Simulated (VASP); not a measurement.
Here is a VASP 6.6.1 calculation.

The input INCAR:

```
SYSTEM = CsPbCl3
PREC     = Accurate       ! precision mode
ENCUT    = 600            ! plane-wave cutoff, eV
EDIFF    = 1E-7           ! SCF threshold, eV
ISMEAR   = -1             ! smearing method
SIGMA    = 0.05           ! smearing width, eV
LREAL    = .FALSE.        ! projectors in reciprocal space
LASPH    = .TRUE.         ! aspherical terms in the spheres
NELM     = 80             ! most SCF steps
ALGO     = Normal         ! electronic algorithm
ISIF     = 3              ! what is computed and relaxed
LWAVE    = .FALSE.        ! write WAVECAR
LCHARG   = .FALSE.        ! write CHGCAR
GGA      = RP             ! functional
IBRION   = 2              ! ionic algorithm
NSW      = 60             ! ionic steps
EDIFFG   = -0.01          ! ionic threshold
```

KPOINTS

```
Automatic mesh
0
G
  5 5 5
  0 0 0
```

Contents of POSCAR:

```
CsPbCl3
1.0
    5.6050000000      0.0000000000      0.0000000000
    0.0000000000      5.6050000000      0.0000000000
    0.0000000000      0.0000000000      5.6050000000
Pb Cs Cl
1 1 3
Direct
    0.5000000000      0.5000000000      0.5000000000
    0.0000000000      0.0000000000      0.0000000000
    0.5000000000      0.0000000000      0.5000000000
    0.0000000000      0.5000000000      0.5000000000
    0.5000000000      0.5000000000      0.0000000000
```

Potentials or basis: VASP PAW PBE potentials, release 64 (Pb_d, Cs_sv, Cl).

Command:

```console
$ cat potpaw_PBE.64/Pb_d/POTCAR potpaw_PBE.64/Cs_sv/POTCAR potpaw_PBE.64/Cl/POTCAR > POTCAR
$ mpirun -np 1 vasp_std > vasp.out
```

Problem. Estimate the relaxed cell.

Solution. a = 5.854 Å, b = 5.854 Å, c = 5.854 Å, α = 90.00°, β = 90.00°, γ = 90.00°.

Problem. What does it give for the band gap on the k mesh?

Solution. 3.30 eV.

The path:
```tsv
step	energy change (eV)	largest force (eV/Å)	pressure (GPa)	volume (Å³)
1	0.0000	0.0000	3.26	176.09
2	-0.2114	0.0000	0.56	194.97
3	-0.2210	0.0000	-0.06	201.26
4	-0.2211	0.0000	0.00	200.62
```

Caveat: the PAW data sets were made with another functional, which shifts forces and pressure a little; spin-orbit coupling is left out, which moves the levels of the heavy elements; an odd mesh through Γ misses points on the zone boundary, where band edges can lie. As with any semilocal functional, this RPBE gap is likely too small.
